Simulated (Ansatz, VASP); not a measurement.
Mg2WO4 in VASP and in Ansatz

```
Mg W O
1.0
     0.00000    3.99679    3.99679
     3.99679    0.00000    3.99679
     3.99679    3.99679    0.00000
Mg W O
2 1 4
Direct
  0.00000 0.00000 0.00000
  0.75000 0.75000 0.75000
  0.50000 0.50000 0.50000
  0.37086 0.37086 0.37086
  0.37086 0.37086 0.88741
  0.37086 0.88741 0.37086
  0.88741 0.37086 0.37086
```

Alike in both runs: functional PBE; k mesh 4 × 4 × 4; occupations gaussian, width 0.1 eV; no spin polarisation.

Ansatz relaxed the structure, and its values are those at the end. VASP's run is a single point on that final structure, the one shown.

|  | VASP | Ansatz |
| --- | --- | --- |
| version | VASP 6.6.1 | Ansatz 0.2.0 |
| potentials or method | VASP PAW PBE potentials, release 64 (Mg_sv, W_sv, O), cutoff 840 eV | scalar-relativistic, plane waves, PAW |
| valence electrons in the cell | 58 | 58 |

```csv
,VASP,Ansatz,Ansatz less VASP
gap on the k mesh at the Fermi level (eV),none,none,-
pressure (GPa),1.4,0.3,-1.07
rms of the force components (eV/Å),0.182,0.000,-0.1823
```

A gap of «none» marks a metal or a gap that the smearing closes. One of these differences is far larger than is usual between the two programs; its cause wasn't traced. With one functional, cell and mesh, what is left measures potentials, basis and numerics.

Spin-orbit coupling is off throughout.
